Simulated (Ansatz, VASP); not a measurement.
# Two plane-wave programs on BN

File INCAR:

```
SYSTEM = BN
ALGO     = Normal         ! electronic algorithm
EDIFF    = 1E-7           ! SCF threshold, eV
ENCUT    = 520            ! plane-wave cutoff, eV
GGA      = PE             ! functional
ISIF     = 2              ! what is computed and relaxed
ISMEAR   = 0              ! smearing method
IVDW     = 12             ! dispersion correction
LASPH    = .True.         ! aspherical terms in the spheres
LCHARG   = .True.         ! write CHGCAR
LELF     = .True.         ! ELF
LREAL    = .False.        ! projectors in reciprocal space
LVHAR    = .True.       
LWAVE    = .False.        ! write WAVECAR
NBANDS   = 16             ! bands
NELM     = 60             ! most SCF steps
PREC     = Accurate       ! precision mode
SIGMA    = 0.05           ! smearing width, eV
```

KPOINTS

```
k-points
0
Gamma
  12 12 4
  0 0 0
```

Contents of POSCAR:

```
BN
1.0
    2.7069531544      0.0000000000      0.0000000000
   -1.3534765772      2.3442901985      0.0000000000
    0.0000000000      0.0000000000      6.8815207256
B N
2 2
Direct
    0.3333333333      0.6666666667      0.2500000000
    0.6666666667      0.3333333333      0.7500000000
    0.3333333333      0.6666666667      0.7500000000
    0.6666666667      0.3333333333      0.2500000000
```

Input for Ansatz:

```yaml
crystal:
  lattice:
    - [2.7069531544, 0.0, 0.0]
    - [-1.3534765772, 2.3442901985, 0.0]
    - [0.0, 0.0, 6.8815207256]
  atoms:
    - { symbol: B, position: [0.3333333333, 0.6666666667, 0.25] }
    - { symbol: B, position: [0.6666666667, 0.3333333333, 0.75] }
    - { symbol: "N", position: [0.3333333333, 0.6666666667, 0.75] }
    - { symbol: "N", position: [0.6666666667, 0.3333333333, 0.25] }
basis:
  ecutwfc: 420
kpoints:
  mp_grid: { grid: [12, 12, 4] }
hamiltonian:
  xc: pbe
  dispersion: d3bj
scf:
  occupations: { method: gaussian, width: 0.05 }
output:
  forces: true
  stress: true
  eigenvalues: true
  write_density: true
  write_potential: true
  elf: true
  volumetric_format: npy
```

Change from the starting cell: strain +0.080 along x and y, +0.040 along z, atoms carried along.

Alike in both runs: task single point; functional PBE; dispersion D3(BJ); k mesh 12 × 12 × 4; occupations gaussian, width 0.05 eV; no spin polarisation.

```csv
,VASP,Ansatz
version,VASP 6.6.1,Ansatz 0.2.0
potentials or method,"VASP PAW PBE potentials, release 64 (B, N), cutoff 520 eV","scalar-relativistic, plane waves, PAW"
valence electrons in the cell,16,16
```

|  | VASP | Ansatz | Ansatz less VASP |
| --- | --- | --- | --- |
| gap on the k mesh at the Fermi level (eV) | 3.88 | 3.88 | +0.004 |
| least direct gap on the mesh (eV) | 4.05 | 4.05 | +0.002 |
| pressure (GPa) | -37.9 | -37.9 | +0.03 |
| traceless stress, the component that is largest in VASP (GPa) | 37.16 | 37.24 | +0.082 |

Both programs put the cell under strong tension, so it lies far from rest at this level.

Noted on VASP's run: the cell as given lies far from equilibrium.
